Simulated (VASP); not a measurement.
Runs of VASP 6.6.1 on AlN. The structure is that of space group P6_3/mmc (No. 194), or close to it. The cells are those of the table. 

| cell | gap on the mesh (eV) | pressure (GPa) |
| --- | --- | --- |
| a = 3.496, b = 3.496, c = 3.758 Å, angles 90.0, 90.0, 120.0°, 4 atoms | 3.59 | 5.8 |
| a = 3.259, b = 3.259, c = 4.326 Å, angles 90.0, 90.0, 120.0°, 4 atoms | 3.15 | 2.2 |
| a = 3.035, b = 3.035, c = 4.988 Å, angles 90.0, 90.0, 120.0°, 4 atoms | 3.15 | 29.1 |
| a = 3.209, b = 3.209, c = 4.462 Å, angles 90.0, 90.0, 120.0°, 4 atoms | 3.07 | 5.7 |
| a = 3.568, b = 3.568, c = 3.609 Å, angles 90.0, 90.0, 120.0°, 4 atoms | (a) | 14.1 |
| a = 3.357, b = 3.357, c = 4.075 Å, angles 90.0, 90.0, 120.0°, 4 atoms | 3.39 | -0.5 |
| a = 3.405, b = 3.405, c = 3.961 Å, angles 90.0, 90.0, 120.0°, 4 atoms | 3.52 | (b) |
| a = 3.117, b = 3.117, c = 4.729 Å, angles 90.0, 90.0, 120.0°, 4 atoms | 3.03 | 15.9 |

Alike in all rows: task single point; level PBE; potentials or basis VASP PAW PBE potentials, release 64 (Al, N); no spin polarisation; k mesh 9 × 9 × 6; cutoff (eV) 520; smearing gaussian 0.05 eV.

Task: Estimate the missing entries.

Result: (a) 3.18; (b) 0.3.

A k mesh can miss the band edges.
